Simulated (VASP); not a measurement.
A run of VASP 6.6.1 is set up as follows.

File INCAR:

```
ALGO     = Normal         # electronic algorithm
EDIFF    = 1E-6           # SCF threshold, eV
ENCUT    = 520            # plane-wave cutoff, eV
ISIF     = 2              # what is computed and relaxed
ISMEAR   = 0              # smearing method
LASPH    = T              # aspherical terms in the spheres
LCHARG   = F              # write CHGCAR
LREAL    = F              # projectors in reciprocal space
LWAVE    = F              # write WAVECAR
NBANDS   = 45             # bands
NELM     = 80             # most SCF steps
PREC     = Accurate       # precision mode
SIGMA    = 0.01           # smearing width, eV
```

Contents of KPOINTS:

```
k-points
0
Gamma
  4 4 8
```

Contents of POSCAR:

```
Si3N4
1.0
    7.5735262776      0.0000000000      0.0000000000
   -3.7867631388      6.5588661526      0.0000000000
    0.0000000000      0.0000000000      2.9058740493
Si N
6 8
Direct
    0.7677703463      0.1739168667      0.2500000000
    0.5938534797      0.7677703463      0.7500000000
    0.8260831333      0.5938534797      0.2500000000
    0.2322296537      0.8260831333      0.7500000000
    0.4061465203      0.2322296537      0.2500000000
    0.1739168667      0.4061465203      0.7500000000
    0.0300763721      0.3301771428      0.2500000000
    0.6998992293      0.0300763721      0.7500000000
    0.6698228572      0.6998992293      0.2500000000
    0.9699236279      0.6698228572      0.7500000000
    0.3001007707      0.9699236279      0.2500000000
    0.3301771428      0.3001007707      0.7500000000
    0.6666666667      0.3333333333      0.2500000000
    0.3333333333      0.6666666667      0.7500000000
```

Potentials or basis: VASP PAW LDA potentials, release 64 (Si, N).

The run is started by

```bash
$ cat potpaw_LDA.64/Si/POTCAR potpaw_LDA.64/N/POTCAR > POTCAR
$ mpirun -np 1 vasp_std > vasp.out
```

Estimate the largest force.

0.006 eV/Å.

Estimate the pressure.

-0.9 GPa.

Stress tensor (GPa, compression positive):
```
-0.18  0.00  0.00
 0.00 -0.18  0.00
 0.00  0.00 -2.35
```
